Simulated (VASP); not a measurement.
**Al: single point with LDA**

The system is Al.

```xyz
1
Lattice="0.0000 1.9918 1.9918 1.9918 0.0000 1.9918 1.9918 1.9918 0.0000" Properties=species:S:1:pos:R:3 pbc="T T T"
Al    0.0000    0.0000    0.0000
```

```yaml
Program: VASP 6.6.1
Task: single point
Functional: LDA
Potentials_or_basis: VASP PAW LDA potentials, release 64 (Al)
Cutoff: 520 eV
k_mesh: 18 × 18 × 18
Occupations: gaussian, width 0.1 eV
Spin: no spin polarisation
Dipole_correction: no
Further_INCAR_settings: ALGO = Normal; EDIFF = 1e-06; NBANDS = 8
```

The pressure is 0.1 GPa.

Levels at points of the mesh, in eV from the Fermi level:
```
           k point  band 1  band 2  band 3  band 4  band 5
(0.00, 0.00, 0.00)  -11.39   12.82   12.82   12.82   14.47
(0.50, 0.00, 0.00)   -4.71   -4.44   11.64   11.64   11.71
(0.50, 0.50, 0.00)   -2.99   -1.61    5.31    5.75    5.75
```

It used 10 s of CPU time on 1 thread of Intel Xeon 6975P-C, on a shared host.
